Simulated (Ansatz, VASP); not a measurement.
# One calculation of SnO, two programs

Contents of INCAR:

```
SYSTEM = SnO
ALGO = Normal ; EDIFF = 1E-7
ENCUT = 520 ; GGA = PE
ISIF = 2 ; ISMEAR = 0
IVDW = 12 ; LASPH = .True.
LCHARG = .False. ; LREAL = .False.
LWAVE = .False. ; NBANDS = 28
NELM = 100 ; PREC = Accurate
SIGMA = 0.15
```

KPOINTS

```
k-points
0
Gamma
  14 14 12
  0 0 0
```

Contents of POSCAR:

```
SnO
1.0
    3.5778189818      0.0000000000      0.0000000000
    0.0000000000      3.5778189818      0.0000000000
    0.0000000000      0.0000000000      5.4610202828
Sn O
2 2
Direct
    0.0000000000      0.5000000000      0.2385000000
    0.5000000000      0.0000000000      0.7615000000
    0.0000000000      0.0000000000      0.0000000000
    0.5000000000      0.5000000000      0.0000000000
```

Input for Ansatz:

```yaml
crystal:
  lattice:
    - [3.5778189818, 0.0, 0.0]
    - [0.0, 3.5778189818, 0.0]
    - [0.0, 0.0, 5.4610202828]
  atoms:
    - { symbol: Sn, position: [0.0, 0.5, 0.2385] }
    - { symbol: Sn, position: [0.5, 0.0, 0.7615] }
    - { symbol: O, position: [0.0, 0.0, 0.0] }
    - { symbol: O, position: [0.5, 0.5, 0.0] }
basis:
  ecutwfc: 650.0
kpoints:
  mp_grid: { grid: [14, 14, 12] }
hamiltonian:
  xc: pbe
  dispersion: d3bj
scf:
  occupations: { method: gaussian, width: 0.15 }
output:
  forces: true
  stress: true
  eigenvalues: true
```

Alike in both runs: task single point; functional PBE; dispersion D3(BJ); k mesh 14 × 14 × 12; occupations gaussian, width 0.15 eV; no spin polarisation.

|  | VASP | Ansatz |
| --- | --- | --- |
| version | VASP 6.6.1 | Ansatz 0.2.0 |
| potentials or method | VASP PAW PBE potentials, release 64 (Sn_d, O), cutoff 520 eV | scalar-relativistic, plane waves, PAW |
| valence electrons in the cell | 40 | 40 |

```csv
,VASP,Ansatz,Ansatz less VASP
gap on the k mesh at the Fermi level (eV),none,none,-
pressure (GPa),4.5,4.2,-0.29
"traceless stress, the component that is largest in VASP (GPa)",-12.06,-12.13,-0.069
rms of the force components (eV/Å),0.406,0.442,+0.0358
```

Atom by atom the forces differ by 0.036 eV/Å (rms over components). A gap of «none» marks a metal or a gap that the smearing closes.
